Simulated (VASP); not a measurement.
Set up this calculation in VASP 6.6.1, as the native input.

```
Task                   : single point
Functional             : r2SCAN
Potentials or basis    : VASP PAW PBE potentials, release 64 (Zr_sv)
Cutoff                 : 520 eV
k mesh                 : 22 × 22 × 22
Occupations            : gaussian, width 0.1 eV
Spin                   : no spin polarisation
Dipole correction      : no
Further INCAR settings : ALGO = Normal; EDIFF = 1e-07; NBANDS = 12
```

The system is Zr.

```xyz
1
Lattice="0.0000 2.2677 2.2677 2.2677 0.0000 2.2677 2.2677 2.2677 0.0000" Properties=species:S:1:pos:R:3 pbc="T T T"
Zr    0.0000    0.0000    0.0000
```

One way to write it, as run:

POSCAR

```
Zr
1.0
    0.0000000000      2.2676527552      2.2676527552
    2.2676527552      0.0000000000      2.2676527552
    2.2676527552      2.2676527552      0.0000000000
Zr
1
Direct
    0.0000000000      0.0000000000      0.0000000000
```

INCAR.step1

```
PREC = Accurate
ENCUT = 520
ISMEAR = 0
SIGMA = 0.1
LREAL = F
LASPH = T
NELM = 100
NBANDS = 12
GGA = PE
ALGO = Normal
EDIFF = 1E-4
LWAVE = T
LCHARG = F
```

INCAR.step2

```
PREC = Accurate
ENCUT = 520
EDIFF = 1E-7
ISMEAR = 0
SIGMA = 0.1
LREAL = F
LASPH = T
NELM = 100
ALGO = Normal
ISIF = 2
LWAVE = F
LCHARG = F
METAGGA = R2SCAN
LMIXTAU = T
NBANDS = 12
ISTART = 1
```

KPOINTS

```
regular mesh
0
Gamma
  22 22 22
```

Potentials or basis: VASP PAW PBE potentials, release 64 (Zr_sv).

Run with:

```console
$ cat potpaw_PBE.64/Zr_sv/POTCAR > POTCAR
$ cp INCAR.step1 INCAR
$ mpirun -np 1 vasp_std > vasp.out
$ cp INCAR.step2 INCAR
$ mpirun -np 1 vasp_std > vasp.out
```

Results of the run:

```yaml
Pressure: 0.0 GPa
Band_gap_on_the_k_mesh: zero (band 6 reaches 10.01 eV, above the bottom of band 7 at 8.27 eV)
```

Caveat: the PAW data sets were made with another functional, which shifts forces and pressure a little.

Run time: 2.7 min on 1 thread of Intel(R) Xeon(R) Platinum 8259CL CPU @ 2.50GHz (Skylake/Cascade Lake) (shared host), peak memory 0.21 GiB.
